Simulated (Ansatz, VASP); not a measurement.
# MnO2 in VASP and in Ansatz

```
Mn O
1.0
     4.37429    0.00000    0.00000
     0.00000    4.37429    0.00000
     0.00000    0.00000    2.89957
Mn O
2 4
Direct
  0.00000 0.00000 0.00000
  0.50000 0.50000 0.50000
  0.30531 0.30531 0.00000
  0.19469 0.80531 0.50000
  0.69469 0.69469 0.00000
  0.80531 0.19469 0.50000
```

Alike in both runs: task single point; functional PBE-based screened hybrid; k mesh 4 × 4 × 6; occupations gaussian, width 0.05 eV; collinear spin.

|  | VASP | Ansatz |
| --- | --- | --- |
| version | VASP 6.6.1 | Ansatz 0.2.0 |
| potentials or method | VASP PAW PBE potentials, release 64 (Mn_pv, O), cutoff 520 eV | scalar-relativistic, plane waves, PAW |
| valence electrons in the cell | 50 | 54 |

|  | VASP | Ansatz | Ansatz less VASP |
| --- | --- | --- | --- |
| gap on the k mesh at the Fermi level (eV) | 0.35 | 0.44 | +0.088 |
| least direct gap on the mesh (eV) | 0.35 | 0.44 | +0.088 |
| pressure (GPa) | 2.8 | 1.6 | -1.21 |
| traceless stress, the component that is largest in VASP (GPa) | -3.44 | -3.71 | -0.267 |
| rms of the force components (eV/Å) | 0.034 | 0.045 | +0.0111 |
| net moment per atom (μB) | 1.00 | 1.00 | 0.000 |
| size of the moment on the site where the two differ most (μB) | 2.81 | 2.48 | -0.326 |

VASP's potentials were made for PBE, not for PBE-based screened hybrid. Site moments also hang on the region over which each program counts them. Atom by atom the forces differ by 0.011 eV/Å (rms over components). The functional is the same, so the differences come from potentials, cutoffs and numerics. VASP's potentials hold 50 valence electrons a cell and Ansatz's 54, so a difference there can come from the potentials and not from the codes. Ansatz's warnings: saved state not lowest, stability check not made, stress exchange threshold loose, stress scf threshold loose.
